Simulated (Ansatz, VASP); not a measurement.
## Two plane-wave programs on Te

```
Te
1.0
     2.33531    1.34829    1.82357
    -2.33531    1.34829    1.82357
     0.00000   -2.69659    1.82357
Te
1
Direct
  0.50000 0.50000 0.50000
```

Alike in both runs: task single point; functional PBE; k mesh 15 × 15 × 15; occupations gaussian, width 0.15 eV; no spin polarisation.

|  | VASP | Ansatz |
| --- | --- | --- |
| version | VASP 6.6.1 | Ansatz 0.2.0 |
| potentials or method | VASP PAW PBE potentials, release 64 (Te), cutoff 520 eV | scalar-relativistic, plane waves, PAW |
| valence electrons in the cell | 6 | 16 |

Ansatz gave:

```
gap on the k mesh at the Fermi level (eV)                     : none
pressure (GPa)                                                : -2.3
traceless stress, the component that is largest in VASP (GPa) : 0.31
```

Q: What did VASP give for the same quantities?

A: gap on the k mesh at the Fermi level (eV): none; pressure (GPa): -2.4; traceless stress, the component that is largest in VASP (GPa): 0.31.

A gap of «none» marks a metal or a gap that the smearing closes. With one functional, cell and mesh, what is left measures potentials, basis and numerics. VASP's potentials hold 6 valence electrons a cell and Ansatz's 16, so a difference there can come from the potentials and not from the codes.

Spin-orbit coupling is off throughout.
